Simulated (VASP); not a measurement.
Ti, 1 atom in the cell. Symmetry: I4/mmm, No. 139, tetragonal system. The conventional cell has a = 2.871 Å, b = 2.871 Å, c = 4.141 Å, α = 90.00°, β = 90.00°, γ = 90.00°. Ti (site symmetry 4/mmm) has 12 Ti at 2.87 to 2.90 Å within 3.8 Å.  This cell differs from its parent crystal: zz strain of +2 %.

- Program: VASP 6.6.1
- Task: single point
- Functional: PBE
- Potentials or basis: VASP PAW PBE potentials, release 64 (Ti_sv)
- Cutoff: 520 eV
- k mesh: 15 × 15 × 15
- Occupations: fermi-dirac, width 0.05 eV
- Spin: no spin polarisation
- Dipole correction: no
- Further INCAR settings: ALGO = Normal; EDIFF = 1e-07; NBANDS = 12

Potentials or basis: VASP PAW PBE potentials, release 64 (Ti_sv).

Launch:

```bash
$ cat potpaw_PBE.64/Ti_sv/POTCAR > POTCAR
$ mpirun -np 1 vasp_std > vasp.out
```

Hardware: 1 thread of Intel(R) Xeon(R) Platinum 8259CL CPU @ 2.50GHz (Skylake/Cascade Lake) (shared host).

Problem. How long does it take, and how much memory?

Solution. Wall time 48 s on 1 thread of Intel(R) Xeon(R) Platinum 8259CL CPU @ 2.50GHz (Skylake/Cascade Lake), on a shared host, peak memory 0.18 GiB. Counts: scf iterations 14, k points 288.
